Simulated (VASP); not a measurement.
Wanted: the native input for a VASP 6.6.1 run.

| Property | Result |
| --- | --- |
| Task | single point |
| Functional | PBEsol |
| Potentials or basis | VASP PAW PBE potentials, release 64 (Se, S, Mg) |
| Cutoff | 520 eV |
| k mesh | 1 × 1 × 1, shifted |
| Occupations | fermi-dirac, width 0.05 eV |
| Spin | no spin polarisation |
| Dipole correction | no |
| Further INCAR settings | LREAL = Auto; ALGO = Normal; EDIFF = 1e-06; NBANDS = 166; ISYM = 0 |

The structure of Mg16Se13S3 lies in POSCAR:

```
Mg16Se13S3
1.0
   10.8018985538      0.0000000000      0.0000000000
    0.0000000000     10.8018985538      0.0000000000
    0.0000000000      0.0000000000     10.8018985538
Se S Mg
26 6 32
Direct
    0.2509850000      0.9999590000      0.9988200000
    0.2497970000      0.5007050000      0.5006460000
    0.7484100000      0.0011670000      0.0000050000
    0.7487330000      0.0004670000      0.4999860000
    0.7492640000      0.4986050000      0.0005440000
    0.7497160000      0.4991760000      0.4991930000
    0.9998760000      0.2505370000      0.0006770000
    0.9997840000      0.2491550000      0.4994070000
    0.0013430000      0.7493380000      0.9991070000
    0.0009950000      0.7505230000      0.5005050000
    0.4997570000      0.2489820000      0.5001010000
    0.4985890000      0.7501710000      0.9986140000
    0.4984120000      0.7514350000      0.5011790000
    0.9996400000      0.0006050000      0.2506070000
    0.0008800000      0.9991280000      0.7491890000
    0.9999410000      0.4993050000      0.2492290000
    0.0010460000      0.5005260000      0.7505310000
    0.4994400000      0.0013830000      0.2498460000
    0.4998160000      0.4990220000      0.2485430000
    0.4985700000      0.5002180000      0.7511660000
    0.2504140000      0.2499640000      0.2492400000
    0.2508200000      0.2492190000      0.7505250000
    0.2497720000      0.7500810000      0.2499620000
    0.7481940000      0.2490900000      0.7507140000
    0.7496720000      0.7499990000      0.2499370000
    0.7487580000      0.7505260000      0.7499920000
    0.2506980000      0.9991340000      0.5021010000
    0.2507650000      0.5000920000      0.9988600000
    0.4996680000      0.2500170000      0.9998030000
    0.4978730000      0.0001500000      0.7501500000
    0.2504460000      0.7506660000      0.7498090000
    0.7485170000      0.2499800000      0.2489520000
    0.0020390000      0.0011250000      0.9987500000
    0.0057410000      0.9999510000      0.5009710000
    0.0060620000      0.4989380000      0.9997240000
    0.0020230000      0.4996190000      0.4999270000
    0.4977470000      0.0056690000      0.9944720000
    0.4939330000      0.0011800000      0.5054580000
    0.4942820000      0.4945970000      0.9988790000
    0.4974990000      0.4989210000      0.5011210000
    0.2553490000      0.2543950000      0.9999690000
    0.2508540000      0.2456670000      0.4999010000
    0.2510490000      0.7457870000      0.9946950000
    0.2498700000      0.7542550000      0.5054160000
    0.7444320000      0.2508000000      0.0052420000
    0.7487540000      0.2489380000      0.4943330000
    0.7489090000      0.7487090000      0.9999180000
    0.7497430000      0.7509420000      0.4999030000
    0.2506220000      0.0000040000      0.2549400000
    0.2545530000      0.9948340000      0.7464510000
    0.2500290000      0.5001030000      0.2456030000
    0.2507630000      0.5052540000      0.7541150000
    0.7484520000      0.0053400000      0.2509470000
    0.7437070000      0.9998340000      0.7489360000
    0.7497670000      0.4944330000      0.2489080000
    0.7485930000      0.4997440000      0.7508780000
    0.9937870000      0.2499040000      0.2489740000
    0.9993640000      0.2486680000      0.7512540000
    0.9995990000      0.7500810000      0.2496410000
    0.0051330000      0.7508440000      0.7499210000
    0.5047550000      0.2492370000      0.2443740000
    0.4995000000      0.2447040000      0.7553960000
    0.4997590000      0.7515050000      0.2486340000
    0.4942820000      0.7557830000      0.7507870000
```

The input as run:

INCAR

```
PREC = Accurate ; ENCUT = 520
EDIFF = 1E-6 ; ISMEAR = -1
SIGMA = 0.05 ; LREAL = Auto
LASPH = True ; NELM = 100
ALGO = Normal ; ISIF = 2
LWAVE = False ; LCHARG = True
GGA = PS ; LELF = True
LVHAR = True ; ISYM = 0
NBANDS = 166
```

KPOINTS

```
Automatic mesh
0
Gamma
  1 1 1
  0.25 0.25 0.25
```

Potentials or basis: VASP PAW PBE potentials, release 64 (Se, S, Mg).

Command:

```console
$ cat potpaw_PBE.64/Se/POTCAR potpaw_PBE.64/S/POTCAR potpaw_PBE.64/Mg/POTCAR > POTCAR
$ mpirun -np 1 vasp_std > vasp.out
```

It gave:

The pressure is 0.0 GPa, the largest force is 0.017 eV/Å and the band gap on the k mesh is 2.56 eV, indirect (the least direct gap lies 0.5 meV higher).

Caveat: the k points lie up to 0.58 Å⁻¹ apart; the PAW data sets were made with another functional, which shifts forces and pressure a little.

It took 45 min on 1 thread of AMD EPYC 7R13, with other jobs on the host, peak memory 1.2 GiB.
